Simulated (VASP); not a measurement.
# Ta4S in VASP: further runs, part 2 of 2

VASP 6.6.1. The steps go on from the part before.

## (3) Single point, LDA

File INCAR:

```
PREC = Accurate
ENCUT = 520
EDIFF = 1E-7
ISMEAR = 0
SIGMA = 0.1
LREAL = F
LASPH = T
NELM = 100
ALGO = Normal
ISIF = 2
LWAVE = F
LCHARG = F
LDIPOL = T
IDIPOL = 3
DIPOL = 0.5 0.5 0.353
NBANDS = 33
```

File KPOINTS:

```
Automatic mesh
0
Gamma
  8 8 1
```

File POSCAR:

```
Ta4S
1.0
    3.2528501163      0.0000000000      0.0000000000
    0.0000000000      3.2528501163      0.0000000000
    0.0000000000      0.0000000000     20.2133955625
Ta S
4 1
Direct
    0.5000000000      0.5000000000      0.1978885728
    0.0000000000      0.0000000000      0.2783513062
    0.5000000000      0.5000000000      0.3580225063
    0.0000000000      0.0000000000      0.4415449390
    0.5000000000      0.5000000000      0.4900061350
```

Potentials or basis: VASP PAW LDA potentials, release 64 (Ta_pv, S).

On the command line:

```console
> cat potpaw_LDA.64/Ta_pv/POTCAR potpaw_LDA.64/S/POTCAR > POTCAR
> mpirun -np 1 vasp_std > vasp.out
```

OUTCAR:

```text
PREC = Accurate
   ENCUT = 520
   EDIFF = 1E-7
   ISMEAR = 0
   LREAL = F
   LASPH = T
   NELM = 100
   ISIF = 2

 ion  position               nearest neighbor table
   1  0.500  0.500  0.198-   2 2.82   2 2.82   2 2.82   2 2.82   3 3.24
   2  0.000  0.000  0.278-   3 2.81   3 2.81   3 2.81   3 2.81   1 2.82   1 2.82   1 2.82   1 2.82
                             4 3.30
   3  0.500  0.500  0.358-   5 2.67   2 2.81   2 2.81   2 2.81   2 2.81   4 2.85   4 2.85   4 2.85
                             4 2.85   1 3.24
   4  0.000  0.000  0.442-   5 2.50   5 2.50   5 2.50   5 2.50   3 2.85   3 2.85   3 2.85   3 2.85
                             2 3.30
   5  0.500  0.500  0.490-   4 2.50   4 2.50   4 2.50   4 2.50   3 2.67

  LATTYP: Found a simple tetragonal cell.
 ALAT       =     3.2528501163
 C/A-ratio  =     6.2140568547

  Lattice vectors:

 A1 = (   3.2528501163,   0.0000000000,   0.0000000000)
 A2 = (   0.0000000000,   3.2528501163,   0.0000000000)
 A3 = (   0.0000000000,   0.0000000000,  20.2133955625)

Analysis of symmetry for initial positions (statically):
=====================================================================
 Subroutine PRICEL returns:
 Original cell was already a primitive cell.

 Routine SETGRP: Setting up the symmetry group for a
 simple tetragonal supercell.

 Subroutine GETGRP returns: Found  8 space group operations
 (whereof  8 operations were pure point group operations)
 out of a pool of 16 trial point group operations.

The static configuration has the point symmetry C_4v.

Analysis of symmetry for dynamics (positions and initial velocities):
=====================================================================
 Subroutine PRICEL returns:
 Original cell was already a primitive cell.

 Routine SETGRP: Setting up the symmetry group for a
 simple tetragonal supercell.

 Subroutine GETGRP returns: Found  8 space group operations
 (whereof  8 operations were pure point group operations)
 out of a pool of 16 trial point group operations.

The dynamic configuration has the point symmetry C_4v.

 Subroutine INISYM returns: Found  8 space group operations
 (whereof  8 operations are pure point group operations),
 and found     1 'primitive' translations

----------------------------------------------------------------------------------------

                                     Primitive cell

  volume of cell :     213.8786

  direct lattice vectors                    reciprocal lattice vectors
     3.252850116  0.000000000  0.000000000     0.307422711  0.000000000  0.000000000
     0.000000000  3.252850116  0.000000000     0.000000000  0.307422711  0.000000000
     0.000000000  0.000000000 20.213395563     0.000000000  0.000000000  0.049472143

  length of vectors
     3.252850116  3.252850116 20.213395563     0.307422711  0.307422711  0.049472143

  position of ions in fractional coordinates (direct lattice)
     0.500000000  0.500000000  0.197888573
     0.000000000  0.000000000  0.278351306
     0.500000000  0.500000000  0.358022506
     0.000000000  0.000000000  0.441544939
     0.500000000  0.500000000  0.490006135

[... 46 lines left out ...]
  0.375000  0.250000  0.000000      8.000000
  0.500000  0.250000  0.000000      4.000000
  0.375000  0.375000  0.000000      4.000000
  0.500000  0.375000  0.000000      4.000000
  0.500000  0.500000  0.000000      1.000000
   k-points           NKPTS =     15   k-points in BZ     NKDIM =     15   number of bands    NBANDS=     33
   number of dos      NEDOS =    301   number of ions     NIONS =      5
   total plane-waves  NPLWV =  86400
   dimension x,y,z NGX =    24 NGY =   24 NGZ =  150
   dimension x,y,z NGXF=    48 NGYF=   48 NGZF=  300
   ions per type =               4   1
   NGX,Y,Z   is equivalent  to a cutoff of  12.27, 12.27, 12.34 a.u.
   NGXF,Y,Z  is equivalent  to a cutoff of  24.53, 24.53, 24.67 a.u.
 SYSTEM =  unknown system
   PREC   = accura    normal or accurate (medium, high low for compatibility)
   ISTART =      0    job   : 0-new  1-cont  2-samecut
   ICHARG =      2    charge: 1-file 2-atom 10-const
   ISPIN  =      1    spin polarized calculation?
   LNONCOLLINEAR =      F non collinear calculations
   LSORBIT =      F    spin-orbit coupling
   LASPH  =      T    aspherical Exc in radial PAW
   ENCUT  =  520.0 eV  38.22 Ry    6.18 a.u.   6.05  6.05 37.58*2*pi/ulx,y,z
   NELM   =    100;   NELMIN=  2; NELMDL= -5     # of ELM steps
   EDIFF  = 0.1E-06   stopping-criterion for ELM
   LREAL  =      F    real-space projection
   EDIFFG = 0.1E-05   stopping-criterion for IOM
   NSW    =      0    number of steps for IOM
   IBRION =     -1    ionic relax: 0-MD 1-quasi-New 2-CG
   NFREE  =      0    steps in history (QN), initial steepest desc. (CG)
   ISIF   =      2    stress and relaxation
   ISYM   =      2    0-nonsym 1-usesym 2-fastsym
   POTIM  = 0.5000    time-step for ionic-motion
   TEBEG  =    0.0;   TEEND  =   0.0 temperature during run
   PSTRESS=    0.0 pullay stress
   NELECT =      50.0000    total number of electrons
   NUPDOWN=      -1.0000    fix difference up-down
   EMIN   =  10.00;   EMAX   =-10.00  energy-range for DOS
   EFERMI =   0.00;   METHOD = LEGACY
   ISMEAR =     0;   SIGMA  =   0.10  broadening in eV -4-tet -1-fermi 0-gaus
   EFERMI_NEDOS =   21; number of points for ismear=-14 and -15
   IALGO  =     38    algorithm
   IMIX   =      4    mixing-type and parameters
     AMIX     =   0.40;   BMIX     =  1.00
     AMIX_MAG =   1.60;   BMIX_MAG =  1.00
  volume/ion in A,a.u.               =      42.78       288.66
  Fermi-wavevector in a.u.,A,eV,Ry     =   1.008500  1.905788 13.838096  1.017071
  Thomas-Fermi vector in A             =   2.141370
   LORBIT       =      0    0 simple, 1 ext, 2 COOP (PROOUT), +10 PAW based schemes
   GGA     = CA    functional components
   LHFCALC =     F    Hartree Fock is set to
   AEXX    =    0.0000 exact exchange contribution
   IVDW    =     0    specifies the selected vdW correction
   LEPSILON=     F    determine dielectric tensor
   LRPA    =     F    only Hartree local field effects (RPA)
 non-spin polarized calculation
 Gauss-broadening in eV      SIGMA  =   0.10
  energy-cutoff  :      520.00
  volume of cell :      213.88
 maximum number of plane-waves:      5812
   NGX = 13   NGY = 13   NGZ = 75

 dipolmoment           0.000000      0.000000      0.006874 electrons x Angstroem

 number of electron      50.0000007 magnetization

 dipolmoment           0.000000      0.000000     -0.013063 electrons x Angstroem

 Free energy of the ion-electron system (eV)
  ---------------------------------------------------
  ext. energy  EPLUGINS =         0.00000000
  ---------------------------------------------------
  free energy    TOTEN  =       -55.72892220 eV

  energy without entropy =      -55.71018468  energy(sigma->0) =      -55.71955344

 E-fermi :   0.2704     XC(G=0):  -5.9475

 val. band max:        0.1374046556   @ k =   0.1250   0.1250   0.0000
 cond. band min:       0.2776296253   @ k =   0.2500   0.0000   0.0000
 fundamental gap:      0.1402249697
 Fermi energy:         0.2704413376

 k-point     1 :       0.0000    0.0000    0.0000
  band No.  band energies     occupation
      1     -34.4585      2.00000
      2     -34.4585      2.00000
      3     -34.4366      2.00000
      4     -34.3650      2.00000
      5     -34.2318      2.00000
      6     -34.2318      2.00000
[... 529 lines left out ...]
     32       3.9569      0.00000
     33       4.3115      0.00000

------------------------ aborting loop because EDIFF is reached ----------------------------------------

 vacuum level on the upper side and lower side of the slab       (xc-potential included)        -0.227        -0.074

  FORCE on cell =-STRESS in cart. coord.  units (eV):
  Direction    XX          YY          ZZ          XY          YZ          ZX
  --------------------------------------------------------------------------------------
  -------------------------------------------------------------------------------------
  Total       -2.9876439     -2.9876439     -2.8830629      0.0000000      0.0000000      0.0000000
  in kB      -22.3806157    -22.3806157    -21.5971936      0.0000000      0.0000000      0.0000000
  external PRESSURE =     -22.1194750 kB  Pullay stress =       0.0000000 kB

 VOLUME and BASIS-vectors are now :
 -----------------------------------------------------------------------------
  energy-cutoff  :      520.00
  volume of cell :      213.88
      direct lattice vectors                 reciprocal lattice vectors
     3.252850116  0.000000000  0.000000000     0.307422711  0.000000000  0.000000000
     0.000000000  3.252850116  0.000000000     0.000000000  0.307422711  0.000000000
     0.000000000  0.000000000 20.213395563     0.000000000  0.000000000  0.049472143

 POSITION                                       TOTAL-FORCE (eV/Angst)
 -----------------------------------------------------------------------------------
      1.62643      1.62643      4.00000        -0.000000      0.000000      1.159861
      0.00000      0.00000      5.62643         0.000000      0.000000     -0.467581
      1.62643      1.62643      7.23685        -0.000000     -0.000000     -0.752971
      0.00000      0.00000      8.92512         0.000000      0.000000      0.011413
      1.62643      1.62643      9.90469        -0.000000      0.000000      0.049277
 -----------------------------------------------------------------------------------
    total drift:                                0.000000      0.000000     -0.000138

  FREE ENERGIE OF THE ION-ELECTRON SYSTEM (eV)
  ---------------------------------------------------
  free  energy   TOTEN  =       -55.7289222040 eV

  energy  without entropy=      -55.7101846764  energy(sigma->0) =      -55.71955344

 vacuum level on the upper side and lower side of the slab         4.238         4.407
```

OSZICAR:

```text
N       E                     dE             d eps       ncg     rms          rms(c)
DAV:   1     0.396619806652E+03    0.39662E+03   -0.27595E+04  1246   0.133E+03
DAV:   2    -0.386405992302E+02   -0.43526E+03   -0.42230E+03  1176   0.351E+02
DAV:   3    -0.597558552700E+02   -0.21115E+02   -0.20437E+02  1219   0.675E+01
[... 23 lines left out ...]
DAV:  27    -0.557289202188E+02   -0.33341E-05   -0.17826E-07   864   0.151E-03    0.608E-04
DAV:  28    -0.557289210668E+02   -0.84801E-06   -0.45555E-08   822   0.709E-04    0.326E-04
DAV:  29    -0.557289219130E+02   -0.84619E-06   -0.80624E-08   808   0.745E-04    0.257E-04
DAV:  30    -0.557289221124E+02   -0.19940E-06   -0.24582E-08   814   0.355E-04    0.181E-04
DAV:  31    -0.557289222040E+02   -0.91618E-07   -0.94675E-09   745   0.284E-04
   1 F= -.55728922E+02 E0= -.55719553E+02  d E =-.187375E-01
```

stdout:

```text
POSCAR found type information on POSCAR TaS
 POSCAR found :  2 types and       5 ions
 scaLAPACK will be used
 LDA part: xc-table for (Slater(with rela. corr.)+CA(PZ))
 , standard interpolation
 POSCAR, INCAR and KPOINTS ok, starting setup
 FFT: planning ... GRIDC
 FFT: planning ... GRID_SOFT
 FFT: planning ... GRID
 WAVECAR not read
 entering main loop
```

Wall time 81 s (1 thread of Intel Xeon 6975P-C (Granite Rapids), shared host); peak memory 0.28 GiB.

Results:

| Quantity | Value |
| --- | --- |
| Free energy | -55.7289 eV |
| Largest force | 1.160 eV/Å |
| Band gap on the k mesh | zero (band 25 reaches 0.32 eV, above the bottom of band 26 at 0.28 eV) |

Forces on the atoms (eV/Å):
```
Ta   0.000  0.000  1.160
Ta   0.000  0.000 -0.468
Ta   0.000  0.000 -0.753
Ta   0.000  0.000  0.011
S    0.000  0.000  0.049
```

Caveat: spin-orbit coupling is left out, which moves the levels of the heavy elements.
